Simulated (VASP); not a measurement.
# Si8N (P4/mmm) in VASP: notebook, part 2 of 2

VASP 6.6.1. The steps go on from the part before.

## Step 3: Relaxation of cell and atoms, PBE

This run uses another cell than the first one, of 16.24 Å³/atom.

INCAR

```
SYSTEM = Si8N
  PREC = Accurate
  ENCUT = 600
  EDIFF = 1E-6
  ISMEAR = 0
  SIGMA = 0.1
  LREAL = .False.
  LASPH = .True.
  NELM = 80
  ALGO = Normal
  ISIF = 3
  LWAVE = .False.
  LCHARG = .False.
  GGA = PE
  IBRION = 2
  NSW = 90
  EDIFFG = -0.04
```

KPOINTS

```
regular mesh
0
Gamma
  4 4 6
  0 0 0
```

POSCAR

```
Si8N
1.0
    6.2537081403      0.0000000000      0.0000000000
    0.0000000000      6.2537081403      0.0000000000
    0.0000000000      0.0000000000      3.7383192115
Si N
8 1
Direct
    0.2001690974      0.5000000000      0.5000000000
    0.7998309026      0.5000000000      0.5000000000
    0.5000000000      0.2001690974      0.5000000000
    0.5000000000      0.7998309026      0.5000000000
    0.7038043304      0.0000000000      0.0000000000
    0.2961956696      0.0000000000      0.0000000000
    0.0000000000      0.7038043304      0.0000000000
    0.0000000000      0.2961956696      0.0000000000
    0.5000000000      0.5000000000      0.5000000000
```

Potentials or basis: VASP PAW PBE potentials, release 64 (Si, N).

Launch:

```bash
$ cat potpaw_PBE.64/Si/POTCAR potpaw_PBE.64/N/POTCAR > POTCAR
$ mpirun -np 1 vasp_std > vasp.out
```

OUTCAR:

```text
SYSTEM = Si8N
   PREC = Accurate
   ENCUT = 600
   EDIFF = 1E-6
   ISMEAR = 0
   LREAL = .False.
   LASPH = .True.
   NELM = 80
   ISIF = 3
   GGA = PE
   IBRION = 2
   NSW = 90
   EDIFFG = -0.04

 ion  position               nearest neighbor table
   1  0.200  0.500  0.500-   9 1.88   2 2.50   8 2.59   7 2.59   7 2.59   8 2.59   4 2.65   3 2.65

   2  0.800  0.500  0.500-   9 1.88   1 2.50   8 2.59   7 2.59   7 2.59   8 2.59   4 2.65   3 2.65

   3  0.500  0.200  0.500-   9 1.88   4 2.50   6 2.59   5 2.59   5 2.59   6 2.59   1 2.65   2 2.65

   4  0.500  0.800  0.500-   9 1.88   3 2.50   6 2.59   5 2.59   5 2.59   6 2.59   1 2.65   2 2.65

   5  0.704  0.000  0.000-   6 2.55   4 2.59   3 2.59   3 2.59   4 2.59   7 2.62   8 2.62
   6  0.296  0.000  0.000-   5 2.55   4 2.59   3 2.59   3 2.59   4 2.59   7 2.62   8 2.62
   7  0.000  0.704  0.000-   8 2.55   2 2.59   1 2.59   1 2.59   2 2.59   6 2.62   5 2.62
   8  0.000  0.296  0.000-   7 2.55   2 2.59   1 2.59   1 2.59   2 2.59   6 2.62   5 2.62
   9  0.500  0.500  0.500-   1 1.88   2 1.88   3 1.88   4 1.88

  LATTYP: Found a simple tetragonal cell.
 ALAT       =     6.2537081403
 C/A-ratio  =     0.5977764116

  Lattice vectors:

 A1 = (   6.2537081403,   0.0000000000,   0.0000000000)
 A2 = (   0.0000000000,   6.2537081403,   0.0000000000)
 A3 = (   0.0000000000,   0.0000000000,   3.7383192115)

Analysis of symmetry for initial positions (statically):
=====================================================================
 Subroutine PRICEL returns:
 Original cell was already a primitive cell.

 Routine SETGRP: Setting up the symmetry group for a
 simple tetragonal supercell.

 Subroutine GETGRP returns: Found 16 space group operations
 (whereof 16 operations were pure point group operations)
 out of a pool of 16 trial point group operations.

The static configuration has the point symmetry D_4h.

Analysis of symmetry for dynamics (positions and initial velocities):
[... 146 lines left out ...]
  Fermi-wavevector in a.u.,A,eV,Ry     =   1.035519  1.956848 14.589531  1.072300
  Thomas-Fermi vector in A             =   2.169866
   LORBIT       =      0    0 simple, 1 ext, 2 COOP (PROOUT), +10 PAW based schemes
   GGA     = PE    functional components
   LHFCALC =     F    Hartree Fock is set to
   AEXX    =    0.0000 exact exchange contribution
   IVDW    =     0    specifies the selected vdW correction
   LEPSILON=     F    determine dielectric tensor
   LRPA    =     F    only Hartree local field effects (RPA)
 conjugate gradient relaxation of ions
 non-spin polarized calculation
 Gauss-broadening in eV      SIGMA  =   0.10
  energy-cutoff  :      600.00
  volume of cell :      146.20
 maximum number of plane-waves:      4919
 NGX is ok and might be reduce to    50
   NGX = 25   NGY = 25   NGZ = 15

--------------------------------------- Ionic step        1  -------------------------------------------

 number of electron      37.0000004 magnetization

 Free energy of the ion-electron system (eV)
  ---------------------------------------------------
  ext. energy  EPLUGINS =         0.00000000
  ---------------------------------------------------
  free energy    TOTEN  =       -46.57503509 eV

  energy without entropy =      -46.56297794  energy(sigma->0) =      -46.56900652

------------------------ aborting loop because EDIFF is reached ----------------------------------------

  FORCE on cell =-STRESS in cart. coord.  units (eV):
  Direction    XX          YY          ZZ          XY          YZ          ZX
  --------------------------------------------------------------------------------------
  -------------------------------------------------------------------------------------
  Total        2.1574324      2.1574324     -3.4054705      0.0000000      0.0000000      0.0000000
  in kB       23.6426515     23.6426515    -37.3195248      0.0000000      0.0000000      0.0000000
  external PRESSURE =       3.3219261 kB  Pullay stress =       0.0000000 kB
[... 110 lines left out ...]
  FREE ENERGIE OF THE ION-ELECTRON SYSTEM (eV)
  ---------------------------------------------------
  free  energy   TOTEN  =       -46.6809171280 eV

  energy  without entropy=      -46.6569637328  energy(sigma->0) =      -46.66894043

[... ionic steps 4 to 23 ...]

--------------------------------------- Ionic step       24  -------------------------------------------

 number of electron      36.9999999 magnetization

------------------------ aborting loop because EDIFF is reached ----------------------------------------
[... 81 lines left out ...]
--------------------------------------- Ionic step       26  -------------------------------------------

 number of electron      36.9999999 magnetization

 Free energy of the ion-electron system (eV)
  ---------------------------------------------------
  ext. energy  EPLUGINS =         0.00000000
  ---------------------------------------------------
  free energy    TOTEN  =       -46.98351978 eV

  energy without entropy =      -46.96177925  energy(sigma->0) =      -46.97264952

 E-fermi :   8.3658     XC(G=0): -10.5425

 val. band max:        8.3256112148   @ k =   0.5000   0.2500   0.3333
 cond. band min:       8.3695557200   @ k =   0.5000   0.2500   0.5000
 fundamental gap:      0.0439445052
 Fermi energy:         8.3658301276

 k-point     1 :       0.0000    0.0000    0.0000
  band No.  band energies     occupation
      1      -9.2471      2.00000
      2      -4.5340      2.00000
      3      -3.3007      2.00000
      4      -2.2206      2.00000
      5      -2.2206      2.00000
      6       0.4162      2.00000
[... 649 lines left out ...]
  FREE ENERGIE OF THE ION-ELECTRON SYSTEM (eV)
  ---------------------------------------------------
  free  energy   TOTEN  =       -46.9835197822 eV

  energy  without entropy=      -46.9617792548  energy(sigma->0) =      -46.97264952

 reached required accuracy - stopping structural energy minimisation
```

OSZICAR:

```text
N       E                     dE             d eps       ncg     rms          rms(c)
DAV:   1     0.126714075450E+03    0.12671E+03   -0.16498E+04  1104   0.151E+03
DAV:   2    -0.344690748475E+02   -0.16118E+03   -0.15759E+03  1380   0.219E+02
DAV:   3    -0.481348144837E+02   -0.13666E+02   -0.13475E+02  1499   0.601E+01
[... 235 lines left out ...]
DAV:   2    -0.469835685171E+02    0.57152E-04   -0.91970E-04  1321   0.183E-01    0.393E-02
DAV:   3    -0.469835284250E+02    0.40092E-04   -0.19225E-04  1535   0.865E-02    0.195E-02
DAV:   4    -0.469835219004E+02    0.65246E-05   -0.39520E-05  1414   0.406E-02    0.116E-02
DAV:   5    -0.469835198652E+02    0.20352E-05   -0.22050E-05  1436   0.247E-02    0.421E-03
DAV:   6    -0.469835197822E+02    0.82998E-07   -0.20069E-06   811   0.106E-02
  26 F= -.46983520E+02 E0= -.46972650E+02  d E =-.730621E-03
```

Run time: 19 min. Hardware: 1 thread of Intel Xeon Platinum 8259CL at 2.50GHz (Skylake/Cascade Lake), shared host; peak memory 0.3 GiB.

What came out:

```
Free energy                           : -46.9835 eV
Relaxed volume                        : 15.40 Å³/atom
Relaxed cell                          : a = 6.415 Å, b = 6.415 Å, c = 3.368 Å, α = 90.00°, β = 90.00°, γ = 90.00°
Space group after relaxing (to 0.1 Å) : P4/mmm (No. 123)
Energy gained by relaxing             : 45.4 meV/atom
Ionic steps                           : 26
Pressure after relaxing               : 0.0 GPa
Largest force after relaxing          : 0.024 eV/Å
Band gap on the k mesh                : zero (an odd number of electrons rules out a gap without spin polarisation)
```

Forces on the atoms (eV/Å):
```
Si  -0.024  0.000  0.000
Si   0.024  0.000  0.000
Si   0.000 -0.024  0.000
Si   0.000  0.024  0.000
Si  -0.016  0.000  0.000
Si   0.016  0.000  0.000
Si   0.000 -0.016  0.000
Si   0.000  0.016  0.000
N    0.000  0.000  0.000
```

The path:
```csv
step,energy change (eV),largest force (eV/Å),pressure (GPa),volume (Å³)
1,0.0000,0.5560,0.33,146.20
2,-0.1002,0.1907,-0.85,146.87
3,-0.1059,0.1023,-1.14,147.09
4,-0.1191,0.1263,0.02,144.53
5,-0.1198,0.1417,0.37,143.80
6,-0.1295,0.1885,0.33,143.35
7,-0.1664,0.3979,0.28,141.97
8,-0.1694,1.1192,0.80,139.20
9,-0.1877,0.7043,0.29,140.84
10,-0.1896,0.8316,0.42,140.39
11,-0.1902,0.8384,0.42,140.36
12,-0.1919,0.8591,0.43,140.27
13,-0.1947,0.8993,0.46,140.08
14,-0.1981,0.9743,0.54,139.71
15,-0.2029,0.9659,0.51,139.69
16,-0.2171,0.9402,0.45,139.65
17,-0.2432,0.8840,0.33,139.55
18,-0.2836,0.7576,0.10,139.36
19,-0.3056,0.5817,-0.25,138.93
20,-0.3075,0.5624,-0.20,139.03
21,-0.3227,0.5156,-0.20,138.99
22,-0.3607,0.3736,-0.21,138.87
23,-0.4029,0.1310,-0.07,138.64
24,-0.4077,0.0436,0.06,138.53
25,-0.4078,0.0556,0.07,138.52
26,-0.4085,0.0237,-0.02,138.57
```

Final structure:
```
CELL_PARAMETERS angstrom
6.41472 0.00000 0.00000
0.00000 6.41472 0.00000
0.00000 0.00000 3.36764
ATOMIC_POSITIONS crystal
Si 0.20262 0.50000 0.50000
Si 0.79738 0.50000 0.50000
Si 0.50000 0.20262 0.50000
Si 0.50000 0.79738 0.50000
Si 0.72635 0.00000 0.00000
Si 0.27365 0.00000 0.00000
Si 0.00000 0.72635 0.00000
Si 0.00000 0.27365 0.00000
N 0.50000 0.50000 0.50000
```

Caveat: an odd number of electrons without spin polarisation forces a metal; a magnetic or distorted state may lie lower.

## Step 4: Single point, PBE, collinear spin, ferromagnetic start

This run uses another cell than the first one, of 12.23 Å³/atom.

INCAR

```
  PREC = Accurate
  ENCUT = 520
  EDIFF = 1E-7
  ISMEAR = 0
  SIGMA = 0.1
  LREAL = False
  LASPH = True
  NELM = 150
  ALGO = Normal
  ISIF = 2
  LWAVE = False
  LCHARG = True
  ISPIN = 2
  MAGMOM = 0 0 0 0 0 0 0 0 1
  LORBIT = 11
  GGA = PE
  LELF = True
  LVHAR = True
  NBANDS = 32
```

KPOINTS

```
regular mesh
0
Gamma
  4 4 4
```

POSCAR

```
Si8N
1.0
    4.4881162100      0.0000000000      0.0000000000
    0.0000000000      4.4881162100      0.0000000000
    0.0000000000      0.0000000000      5.4646210300
Si N
8 1
Direct
    0.2271686000      0.5000000000      0.5000000000
    0.7728314000      0.5000000000      0.5000000000
    0.5000000000      0.2271686000      0.5000000000
    0.5000000000      0.7728314000      0.5000000000
    0.7005356200      0.0000000000      0.0000000000
    0.2994643800      0.0000000000      0.0000000000
    0.0000000000      0.7005356200      0.0000000000
    0.0000000000      0.2994643800      0.0000000000
    0.5000000000      0.5000000000      0.5000000000
```

Potentials or basis: VASP PAW PBE potentials, release 64 (Si, N).

Launch:

```bash
$ cat potpaw_PBE.64/Si/POTCAR potpaw_PBE.64/N/POTCAR > POTCAR
$ mpirun -np 1 vasp_std > vasp.out
```

OUTCAR:

```text
PREC = Accurate
   ENCUT = 520
   EDIFF = 1E-7
   ISMEAR = 0
   LREAL = False
   LASPH = True
   NELM = 150
   ISIF = 2
   ISPIN = 2
   LORBIT = 11
   GGA = PE

 ion  position               nearest neighbor table
   1  0.227  0.500  0.500-   9 1.22   4 1.73   3 1.73   2 2.04   2 2.45   8 3.05   7 3.05   7 3.05
                             8 3.05
   2  0.773  0.500  0.500-   9 1.22   4 1.73   3 1.73   1 2.04   1 2.45   7 3.05   7 3.05   8 3.05
                             8 3.05
   3  0.500  0.227  0.500-   9 1.22   2 1.73   1 1.73   4 2.04   4 2.45   6 3.05   5 3.05   5 3.05
                             6 3.05
   4  0.500  0.773  0.500-   9 1.22   2 1.73   1 1.73   3 2.04   3 2.45   5 3.05   5 3.05   6 3.05
                             6 3.05
   5  0.701  0.000  0.000-   6 1.80   7 1.90   8 1.90   6 2.69   4 3.05   3 3.05   3 3.05   4 3.05

   6  0.299  0.000  0.000-   5 1.80   7 1.90   8 1.90   5 2.69   3 3.05   3 3.05   4 3.05   4 3.05

   7  0.000  0.701  0.000-   8 1.80   6 1.90   5 1.90   8 2.69   2 3.05   1 3.05   1 3.05   2 3.05

   8  0.000  0.299  0.000-   7 1.80   6 1.90   5 1.90   7 2.69   1 3.05   1 3.05   2 3.05   2 3.05

   9  0.500  0.500  0.500-   1 1.22   2 1.22   3 1.22   4 1.22

 -----------------------------------------------------------------------------
[... 1440 lines left out ...]
     0.000000000  0.000000000  5.464621030     0.000000000  0.000000000  0.182995306

 POSITION                                       TOTAL-FORCE (eV/Angst)
 -----------------------------------------------------------------------------------
      1.01956      2.24406      2.73231       -61.095448      0.000000     -0.000000
      3.46856      2.24406      2.73231        61.095448      0.000000      0.000000
      2.24406      1.01956      2.73231         0.000000    -61.095448     -0.000000
      2.24406      3.46856      2.73231        -0.000000     61.095448      0.000000
      3.14409      0.00000      0.00000         0.965314      0.000000      0.000000
      1.34403      0.00000      0.00000        -0.965314     -0.000000      0.000000
      0.00000      3.14409      0.00000        -0.000000      0.965314      0.000000
      0.00000      1.34403      0.00000        -0.000000     -0.965314      0.000000
      2.24406      2.24406      2.73231         0.000000      0.000000      0.000000
 -----------------------------------------------------------------------------------
    total drift:                               -0.000000     -0.000000      0.000000

  FREE ENERGIE OF THE ION-ELECTRON SYSTEM (eV)
  ---------------------------------------------------
  free  energy   TOTEN  =        16.6070649688 eV

  energy  without entropy=       16.6319534658  energy(sigma->0) =       16.61950922

 total charge

# of ion       s       p       d       tot
------------------------------------------
    1        0.952   1.709   0.000   2.661
    2        0.952   1.709   0.000   2.661
    3        0.952   1.709   0.000   2.661
    4        0.952   1.709   0.000   2.661
    5        0.886   1.319   0.000   2.205
    6        0.886   1.319   0.000   2.205
    7        0.886   1.319   0.000   2.205
    8        0.886   1.319   0.000   2.205
    9        1.673   3.966   0.000   5.640
--------------------------------------------------
tot          9.026  16.078   0.000  25.104

 magnetization (x)

# of ion       s       p       d       tot
------------------------------------------
    1        0.000   0.000   0.000   0.000
    2        0.000   0.000   0.000   0.000
    3        0.000   0.000   0.000   0.000
    4        0.000   0.000   0.000   0.000
    5        0.000   0.000   0.000   0.000
    6        0.000   0.000   0.000   0.000
    7        0.000   0.000   0.000   0.000
    8        0.000   0.000   0.000   0.000
    9       -0.000   0.000   0.000   0.000
--------------------------------------------------
tot          0.000   0.000   0.000   0.000
```

It took 2.2 min on 1 thread of Intel Xeon Platinum 8259CL at 2.50GHz (Skylake/Cascade Lake), shared host; peak memory 0.3 GiB.

What came out:

```
Free energy                                           : 16.6071 eV
Pressure                                              : 231.3 GPa
Largest force                                         : 61.095 eV/Å
Net moment                                            : 0.00 μB per cell
Valence electrons inside the program's atomic spheres : Si 2.66, 2.21 (each value once); N 5.64
```

Forces on the atoms (eV/Å):
```
Si  -61.095   0.000   0.000
Si   61.095   0.000   0.000
Si    0.000 -61.095   0.000
Si    0.000  61.095   0.000
Si    0.965   0.000   0.000
Si   -0.965   0.000   0.000
Si    0.000   0.965   0.000
Si    0.000  -0.965   0.000
N     0.000   0.000   0.000
```

Levels at points of the mesh, in eV from the Fermi level:
Spin up:
```tsv
k point	band 16	band 17	band 18	band 19	band 20	band 21	band 22	band 23
(0.00, 0.00, 0.00)	-2.35	-1.70	-1.70	-1.40	1.23	1.23	1.55	1.56
(0.50, 0.00, 0.00)	-1.21	-0.78	-0.44	-0.39	-0.18	0.90	1.37	3.16
(0.50, 0.50, 0.00)	-1.47	-1.47	0.56	2.29	2.78	2.78	2.89	3.01
(0.00, 0.00, 0.50)	-1.84	-1.32	-0.11	-0.11	1.23	1.51	1.81	2.47
(0.50, 0.00, 0.50)	-2.00	-1.50	-1.15	-0.76	-0.03	1.12	1.12	2.39
(0.50, 0.50, 0.50)	-1.40	-1.40	-1.05	-1.05	1.01	2.61	2.61	2.92
```
Spin down:
```
           k point  band 16  band 17  band 18  band 19  band 20  band 21  band 22  band 23
(0.00, 0.00, 0.00)    -2.35    -1.70    -1.70    -1.40     1.23     1.23     1.55     1.56
(0.50, 0.00, 0.00)    -1.21    -0.78    -0.44    -0.39    -0.18     0.90     1.37     3.16
(0.50, 0.50, 0.00)    -1.47    -1.47     0.56     2.29     2.78     2.78     2.89     3.01
(0.00, 0.00, 0.50)    -1.84    -1.32    -0.11    -0.11     1.23     1.51     1.81     2.47
(0.50, 0.00, 0.50)    -2.00    -1.50    -1.15    -0.76    -0.03     1.12     1.12     2.39
(0.50, 0.50, 0.50)    -1.40    -1.40    -1.05    -1.05     1.01     2.61     2.61     2.92
```

Caveat: atoms lie so close that the PAW spheres overlap strongly, which falsifies energies and pressures; the stress differs along the axes, from 3 to 346 GPa; forces of over 1 eV/Å act on the atoms, so gaps and moduli don't describe the material at rest.

## Step 5: The runs side by side

```tsv
task	spin	cell	k mesh	cutoff (eV)	gap on the mesh (eV)	pressure (GPa)	largest force (eV/Å)
single point	off	a = 6.436, b = 6.436, c = 3.321 Å, 9 atoms, atomic positions A	6 × 6 × 12	520	none	0.0	-
relaxation of cell and atoms	off	relaxed from a = 6.254, b = 6.254, c = 3.738 Å, 9 atoms, atomic positions B	4 × 4 × 6	600	none	0.0	0.02
single point	collinear, ferromagnetic start	a = 4.488, b = 4.488, c = 5.465 Å, 9 atoms, atomic positions C	4 × 4 × 4	520	none	231.3	61.10
```

Alike in all rows: level PBE; potentials or basis VASP PAW PBE potentials, release 64 (Si, N); smearing gaussian 0.1 eV.

Caveats: an odd number of electrons without spin polarisation forces a metal (at least some runs); a magnetic or distorted state may lie lower (at least some runs); atoms lie so close that the PAW spheres overlap strongly, which falsifies energies and pressures (at least some runs); the stress differs along the axes, from 3 to 346 GPa (at least some runs); forces of over 1 eV/Å act on the atoms, so gaps and moduli don't describe the material at rest (at least some runs).

Absolute energies hang on the potentials; compare differences alone.

The gap in the log of VASP goes by the Fermi energy; the results here count the filled bands.